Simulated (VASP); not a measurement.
Runs of VASP 6.6.1 on Sn4P. The structure is that of space group Pm-3m (No. 221), or close to it. The cells are those of the table. 

```csv
task,cell,k mesh,cutoff (eV),gap on the mesh (eV),pressure (GPa),relaxed volume (Å³/atom)
relaxation of cell and atoms,"relaxed from a = 4.905 Å, 5 atoms",4 × 4 × 4,600,none,0.1,(a)
relaxation of cell and atoms,"relaxed from a = 5.211 Å, 5 atoms",8 × 8 × 8,600,none,0.0,29.48
single point,"a = 5.211 Å, 5 atoms",4 × 4 × 4,520,none,0.0,-
single point,"a = 5.284 Å, 5 atoms",8 × 8 × 8,520,none,-0.1,-
single point,"a = 4.905 Å, 5 atoms",4 × 4 × 4,520,none,12.6,-
```

Alike in all rows: level PBE; potentials or basis VASP PAW PBE potentials, release 64 (Sn_d, P); no spin polarisation; smearing gaussian 0.1 eV.

Q: Fill in the values left out.

A: (a) 28.23.

Caveats: spin-orbit coupling is left out, which moves the levels of the heavy elements; the volume moved by over 15 % at a fixed basis, so the end points are rough (some runs).

A k mesh can miss the band edges, and the runs leave out spin-orbit coupling on Sn.

A gap of «none» marks levels without a gap at the run's occupations.
